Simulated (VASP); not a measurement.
A run of VASP 6.6.1 is set up as follows.

File INCAR:

```
PREC = Accurate ; ENCUT = 520
EDIFF = 1E-7 ; ISMEAR = -1
SIGMA = 0.02 ; LREAL = False
LASPH = True ; NELM = 100
ALGO = Normal ; ISIF = 2
LWAVE = False ; LCHARG = False
GGA = PS ; NBANDS = 15
```

File KPOINTS:

```
regular mesh
0
Gamma
  8 8 9
```

POSCAR

```
CO2
1.0
    3.3108083493      0.0000000000      0.0000000000
   -1.6554041747      2.8672441376      0.0000000000
    0.0000000000      0.0000000000      2.5571943748
C O
1 2
Direct
    0.0000000000      0.0000000000      0.0000000000
    0.3333333333      0.6666666667      0.5000000000
    0.6666666667      0.3333333333      0.5000000000
```

Potentials or basis: VASP PAW PBE potentials, release 64 (C, O).

Run with:

```console
$ cat potpaw_PBE.64/C/POTCAR potpaw_PBE.64/O/POTCAR > POTCAR
$ mpirun -np 1 vasp_std > vasp.out
```

(1) Predict the pressure.

(2) Predict the band gap on the k mesh.

Answers

(1) -0.2 GPa.

(2) zero (bands 8 and 9 overlap by 1.42 eV).

Caveat: the PAW data sets were made with another functional, which shifts forces and pressure a little.
